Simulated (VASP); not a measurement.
Runs of VASP 6.6.1 on KCl. The structure is that of space group P4/mmm (No. 123), or close to it. The cells are those of the table. 

```tsv
cell	gap on the mesh (eV)	pressure (GPa)
a = 3.743, b = 3.743, c = 4.031 Å, 2 atoms	(b)	-3.1
a = 4.031, b = 4.031, c = 3.743 Å, 2 atoms	3.83	-3.8
a = 4.031, b = 4.031, c = 3.647 Å, 2 atoms	3.78	(a)
a = 3.935, b = 3.935, c = 3.647 Å, 2 atoms	4.07	-3.1
```

Alike in all rows: task single point; level LDA; potentials or basis VASP PAW LDA potentials, release 64 (K_sv, Cl); no spin polarisation; k mesh 6 × 6 × 6; cutoff (eV) 520; smearing gaussian 0.05 eV.

Fill in the values left out.

(a) -3.6; (b) 4.18.

Caveats: the cell stands under tension.

A k mesh can miss the band edges.
